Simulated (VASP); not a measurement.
Zn: single point with LDA

Zn:

```xyz
1
Lattice="-2.1083 1.6123 1.6123 1.6123 -2.1083 1.6123 1.6123 1.6123 -2.1083" Properties=species:S:1:pos:R:3 pbc="T T T"
Zn    0.0000    0.0000    0.0000
```

This cell differs from its parent crystal: ratio of the length along [111] to the lengths across it x 0.6, volume and fractional coordinates fixed.

- Program: VASP 6.6.1
- Task: single point
- Functional: LDA
- Potentials or basis: VASP PAW LDA potentials, release 64 (Zn)
- Cutoff: 520 eV
- k mesh: 24 × 24 × 24
- Occupations: gaussian, width 0.15 eV
- Spin: no spin polarisation
- Dipole correction: no
- Further INCAR settings: ALGO = Fast; EDIFF = 1e-07; NBANDS = 12

The pressure is 41.0 GPa and the band gap on the k mesh is zero (band 6 reaches 6.02 eV, above the bottom of band 7 at -1.09 eV).

Stress tensor (GPa, compression positive):
```
41.01 48.19 48.19
48.19 41.01 48.19
48.19 48.19 41.01
```

Levels at points of the mesh, in eV from the Fermi level:
```
           k point  band 3  band 4  band 5  band 6  band 7  band 8  band 9  band 10
(0.00, 0.00, 0.00)   -8.03   -8.03   -6.67   -6.67    9.44    9.44   14.59    15.01
(0.50, 0.00, 0.00)   -7.46   -7.33   -6.52    0.72    5.01   11.04   13.60    15.99
(0.50, 0.50, 0.00)   -7.60   -6.67   -6.65   -3.94   -3.60    5.43   10.15    27.69
(0.50, 0.50, 0.50)   -7.33   -7.33   -6.27    3.51    8.09    8.09   10.73    11.05
```

It took 5.1 min on 1 thread of AMD EPYC 7R43 64-Core Processor (Zen 3), on a shared host, peak memory 0.29 GiB.
